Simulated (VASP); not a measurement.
# NaI (Fm-3m) in VASP: notebook, part 2 of 2

VASP 6.6.1. The steps go on from the part before.

## Step 3: Single point, HSE06

The input, POSCAR:

```
NaI
1.0
    0.0000000000      3.2297205401      3.2297205401
    3.2297205401      0.0000000000      3.2297205401
    3.2297205401      3.2297205401      0.0000000000
Na I
1 1
Direct
    0.0000000000      0.0000000000      0.0000000000
    0.5000000000      0.5000000000      0.5000000000
```

The input, INCAR.step1:

```
SYSTEM = NaI
ALGO = Normal ; EDIFF = 1E-5
ENCUT = 520 ; GGA = PE
ISIF = 2 ; ISMEAR = 0
LASPH = .True. ; LCHARG = .False.
LREAL = .False. ; LWAVE = .True.
NBANDS = 14 ; NELM = 60
PREC = Accurate ; SIGMA = 0.01
```

The input, INCAR.step2:

```
SYSTEM = NaI
ALGO = Normal ; EDIFF = 1E-6
ENCUT = 520 ; GGA = PE
HFSCREEN = 0.2079 ; ISIF = 2
ISMEAR = 0 ; ISTART = 1
LASPH = .True. ; LCHARG = .False.
LHFCALC = .True. ; LREAL = .False.
LWAVE = .False. ; NBANDS = 14
NELM = 60 ; PREC = Accurate
PRECFOCK = Normal ; SIGMA = 0.01
```

The input, KPOINTS:

```
k-points
0
Gamma
  4 4 4
  0 0 0
```

Potentials or basis: VASP PAW PBE potentials, release 64 (Na_pv, I).

On the command line:

```bash
cat potpaw_PBE.64/Na_pv/POTCAR potpaw_PBE.64/I/POTCAR > POTCAR
cp INCAR.step1 INCAR
mpirun -np 1 vasp_std > vasp.out
cp INCAR.step2 INCAR
mpirun -np 1 vasp_std > vasp.out
```

OUTCAR:

```text
SYSTEM = NaI
   EDIFF = 1E-6
   ENCUT = 520
   GGA = PE
   HFSCREEN = 0.2079
   ISIF = 2
   ISMEAR = 0
   ISTART = 1
   LASPH = .True.
   LHFCALC = .True.
   LREAL = .False.
   NELM = 60
   PREC = Accurate
   PRECFOCK = Normal

 ion  position               nearest neighbor table
   1  0.000  0.000  0.000-
   2  0.500  0.500  0.500-

  LATTYP: Found a face centered cubic cell.
 ALAT       =     6.4594410802

  Lattice vectors:
[... 311 lines left out ...]
     13      13.4676      0.00000
     14      14.2291      0.00000

------------------------ aborting loop because EDIFF is reached ----------------------------------------

  FORCE on cell =-STRESS in cart. coord.  units (eV):
  Direction    XX          YY          ZZ          XY          YZ          ZX
  --------------------------------------------------------------------------------------
  -------------------------------------------------------------------------------------
  Total        0.1135048      0.1135048      0.1135048     -0.0000000      0.0000000     -0.0000000
  in kB        2.6989817      2.6989817      2.6989817     -0.0000000      0.0000000     -0.0000000
  external PRESSURE =       2.6989817 kB  Pullay stress =       0.0000000 kB

 VOLUME and BASIS-vectors are now :
 -----------------------------------------------------------------------------
  energy-cutoff  :      520.00
  volume of cell :       67.38
      direct lattice vectors                 reciprocal lattice vectors
     0.000000000  3.229720540  3.229720540    -0.154812156  0.154812156  0.154812156
     3.229720540  0.000000000  3.229720540     0.154812156 -0.154812156  0.154812156
     3.229720540  3.229720540  0.000000000     0.154812156  0.154812156 -0.154812156

 POSITION                                       TOTAL-FORCE (eV/Angst)
 -----------------------------------------------------------------------------------
      0.00000      0.00000      0.00000        -0.000000      0.000000      0.000000
      3.22972      3.22972      3.22972         0.000000     -0.000000     -0.000000
 -----------------------------------------------------------------------------------
    total drift:                                0.000000      0.000000      0.000000

  FREE ENERGIE OF THE ION-ELECTRON SYSTEM (eV)
  ---------------------------------------------------
  free  energy   TOTEN  =        -6.2553273633 eV

  energy  without entropy=       -6.2553273633  energy(sigma->0) =       -6.25532736
```

OUTCAR.step1:

```text
SYSTEM = NaI
   EDIFF = 1E-5
   ENCUT = 520
   GGA = PE
   ISIF = 2
   ISMEAR = 0
[... 340 lines left out ...]
      0.00000      0.00000      0.00000         0.000000      0.000000     -0.000000
      3.22972      3.22972      3.22972         0.000000      0.000000      0.000000
 -----------------------------------------------------------------------------------
    total drift:                                0.000000      0.000000      0.000000

  FREE ENERGIE OF THE ION-ELECTRON SYSTEM (eV)
  ---------------------------------------------------
  free  energy   TOTEN  =        -5.3779572255 eV

  energy  without entropy=       -5.3779572255  energy(sigma->0) =       -5.37795723
```

OSZICAR.step1:

```text
N       E                     dE             d eps       ncg     rms          rms(c)
DAV:   1     0.860464975799E+02    0.86046E+02   -0.64767E+03   224   0.876E+02
DAV:   2     0.817068468722E+00   -0.85229E+02   -0.80672E+02   242   0.228E+02
DAV:   3    -0.529731408049E+01   -0.61144E+01   -0.60799E+01   302   0.591E+01
DAV:   4    -0.544312147206E+01   -0.14581E+00   -0.14578E+00   270   0.953E+00
DAV:   5    -0.544603423002E+01   -0.29128E-02   -0.29127E-02   310   0.125E+00    0.163E+00
DAV:   6    -0.538457209094E+01    0.61462E-01   -0.69704E-02   248   0.155E+00    0.111E+00
DAV:   7    -0.537587033236E+01    0.87018E-02   -0.64678E-02   278   0.131E+00    0.618E-01
DAV:   8    -0.537797628728E+01   -0.21060E-02   -0.52889E-03   242   0.582E-01    0.182E-01
DAV:   9    -0.537794061094E+01    0.35676E-04   -0.21267E-04   278   0.128E-01    0.388E-02
DAV:  10    -0.537795634828E+01   -0.15737E-04   -0.36771E-05   266   0.613E-02    0.986E-03
DAV:  11    -0.537795722550E+01   -0.87722E-06   -0.39127E-06   246   0.206E-02
   1 F= -.53779572E+01 E0= -.53779572E+01  d E =-.813995E-12
```

Run time: 7.1 min. Hardware: 1 thread of Intel Xeon Platinum 8259CL at 2.50GHz (Skylake/Cascade Lake), shared host; peak memory 0.31 GiB.

What came out:

```
Free energy            : -6.2553 eV
Pressure               : 0.3 GPa
Band gap on the k mesh : 4.67 eV, direct
```

Levels at points of the mesh, in eV from the valence-band top:
```
           k point  band 5  band 6  band 7  band 8  band 9  band 10
(0.00, 0.00, 0.00)    0.00    0.00    0.00    4.67    9.01     9.01
(0.50, 0.00, 0.00)   -2.35   -0.31   -0.31    6.07    8.54     8.54
(0.50, 0.50, 0.00)   -2.07   -0.81   -0.81    5.53    6.50    11.13
```

Caveat: the k points lie up to 0.42 Å⁻¹ apart; the PAW data sets were made with another functional, which shifts forces and pressure a little; spin-orbit coupling is left out, which moves the levels of the heavy elements.

## Step 4: Single point, PBE0

POSCAR is that of step 3.

The input, INCAR.step1:

```
ALGO = Normal ; EDIFF = 1E-5
ENCUT = 520 ; GGA = PE
ISIF = 2 ; ISMEAR = 0
LASPH = True ; LREAL = False
LWAVE = True ; NBANDS = 14
NELM = 60 ; PREC = Accurate
SIGMA = 0.01
```

The input, INCAR.step2:

```
AEXX = 0.25 ; ALGO = Normal
EDIFF = 1E-6 ; ENCUT = 520
GGA = PE ; ISIF = 2
ISMEAR = 0 ; ISTART = 1
LASPH = True ; LCHARG = True
LELF = True ; LHFCALC = True
LREAL = False ; LVHAR = True
LWAVE = False ; NBANDS = 14
NELM = 60 ; PREC = Accurate
PRECFOCK = Normal ; SIGMA = 0.01
```

The input, KPOINTS:

```
k-points
0
Gamma
  4 4 4
```

Potentials or basis: VASP PAW PBE potentials, release 64 (Na_pv, I).

On the command line:

```bash
cat potpaw_PBE.64/Na_pv/POTCAR potpaw_PBE.64/I/POTCAR > POTCAR
cp INCAR.step1 INCAR
mpirun -np 1 vasp_std > vasp.out
cp INCAR.step2 INCAR
mpirun -np 1 vasp_std > vasp.out
```

OUTCAR:

```text
AEXX = 0.25
   EDIFF = 1E-6
   ENCUT = 520
   GGA = PE
   ISIF = 2
   ISMEAR = 0
   ISTART = 1
   LASPH = True
   LHFCALC = True
   LREAL = False
   NELM = 60
   PREC = Accurate
   PRECFOCK = Normal

 ion  position               nearest neighbor table
   1  0.000  0.000  0.000-
   2  0.500  0.500  0.500-

  LATTYP: Found a face centered cubic cell.
 ALAT       =     6.4594410802

  Lattice vectors:

 A1 = (   0.0000000000,   3.2297205401,   3.2297205401)
 A2 = (   3.2297205401,   0.0000000000,   3.2297205401)
 A3 = (   3.2297205401,   3.2297205401,   0.0000000000)

Analysis of symmetry for initial positions (statically):
=====================================================================
 Subroutine PRICEL returns:
 Original cell was already a primitive cell.

 Routine SETGRP: Setting up the symmetry group for a
 face centered cubic supercell.

 Subroutine GETGRP returns: Found 48 space group operations
 (whereof 48 operations were pure point group operations)
 out of a pool of 48 trial point group operations.

[... 163 lines left out ...]
      1     -25.0633      2.00000
      2     -25.0633      2.00000
      3     -25.0633      2.00000
      4     -12.2654      2.00000
      5      -0.2462      2.00000
      6      -0.2462      2.00000
      7      -0.2462      2.00000
      8       5.1275      0.00000
      9       9.5029      0.00000
     10       9.5029      0.00000
     11       9.5029      0.00000
     12      11.4773      0.00000
     13      11.4773      0.00000
     14      11.9948      0.00000
[... 105 lines left out ...]
      1     -25.0662      2.00000
      2     -25.0662      2.00000
      3     -25.0650      2.00000
      4     -11.7989      2.00000
      5      -1.8000      2.00000
      6      -1.8000      2.00000
      7      -1.2530      2.00000
      8       7.4270      0.00000
      9       9.0246      0.00000
     10       9.0246      0.00000
     11       9.5664      0.00000
     12      13.8298      0.00000
     13      13.8298      0.00000
     14      14.6143      0.00000

------------------------ aborting loop because EDIFF is reached ----------------------------------------

  FORCE on cell =-STRESS in cart. coord.  units (eV):
  Direction    XX          YY          ZZ          XY          YZ          ZX
  --------------------------------------------------------------------------------------
  -------------------------------------------------------------------------------------
  Total        0.0733022      0.0733022      0.0733022      0.0000000      0.0000000      0.0000000
  in kB        1.7430220      1.7430220      1.7430220      0.0000000      0.0000000      0.0000000
  external PRESSURE =       1.7430220 kB  Pullay stress =       0.0000000 kB

 VOLUME and BASIS-vectors are now :
 -----------------------------------------------------------------------------
  energy-cutoff  :      520.00
  volume of cell :       67.38
      direct lattice vectors                 reciprocal lattice vectors
     0.000000000  3.229720540  3.229720540    -0.154812156  0.154812156  0.154812156
     3.229720540  0.000000000  3.229720540     0.154812156 -0.154812156  0.154812156
     3.229720540  3.229720540  0.000000000     0.154812156  0.154812156 -0.154812156

 POSITION                                       TOTAL-FORCE (eV/Angst)
 -----------------------------------------------------------------------------------
      0.00000      0.00000      0.00000         0.000000      0.000000     -0.000000
      3.22972      3.22972      3.22972        -0.000000     -0.000000      0.000000
 -----------------------------------------------------------------------------------
    total drift:                                0.000000      0.000000      0.000000

  FREE ENERGIE OF THE ION-ELECTRON SYSTEM (eV)
  ---------------------------------------------------
  free  energy   TOTEN  =        -6.7848266646 eV

  energy  without entropy=       -6.7848266646  energy(sigma->0) =       -6.78482666
```

OUTCAR.step1:

```text
EDIFF = 1E-5
   ENCUT = 520
   GGA = PE
   ISIF = 2
   ISMEAR = 0
[... 339 lines left out ...]
 -----------------------------------------------------------------------------------
      0.00000      0.00000      0.00000         0.000000      0.000000     -0.000000
      3.22972      3.22972      3.22972         0.000000      0.000000      0.000000
 -----------------------------------------------------------------------------------
    total drift:                                0.000000      0.000000      0.000000

  FREE ENERGIE OF THE ION-ELECTRON SYSTEM (eV)
  ---------------------------------------------------
  free  energy   TOTEN  =        -5.3779572255 eV

  energy  without entropy=       -5.3779572255  energy(sigma->0) =       -5.37795723
```

Wall time 6.8 min (1 thread of Intel Xeon Platinum 8259CL at 2.50GHz (Skylake/Cascade Lake), shared host); peak memory 0.21 GiB.

What came out:

```yaml
Free_energy: -6.7848 eV
Pressure: 0.2 GPa
Band_gap_on_the_k_mesh: 5.37 eV, direct
```

Caveat: the k points lie up to 0.42 Å⁻¹ apart; the PAW data sets were made with another functional, which shifts forces and pressure a little; spin-orbit coupling is left out, which moves the levels of the heavy elements.

## Step 5: Overview

```tsv
level	k mesh	grid for exact exchange (PRECFOCK)	screening parameter	gap on the mesh (eV)	pressure (GPa)
PBE	6 × 6 × 6	-	-	3.66	0.5
HSE06	4 × 4 × 4	Normal	0.2079 1/Å	4.67	0.3
PBE0	4 × 4 × 4	Normal	-	5.37	0.2
```

Alike in all rows: task single point; potentials or basis VASP PAW PBE potentials, release 64 (Na_pv, I); no spin polarisation; cell as given; cutoff (eV) 520; smearing gaussian 0.01 eV.

Caveats: some runs use coarse meshes; spin-orbit coupling is left out, which moves the levels of the heavy elements; the PAW data sets were made with another functional, which shifts forces and pressure a little (some runs).

Absolute energies hang on the potentials; compare differences alone.
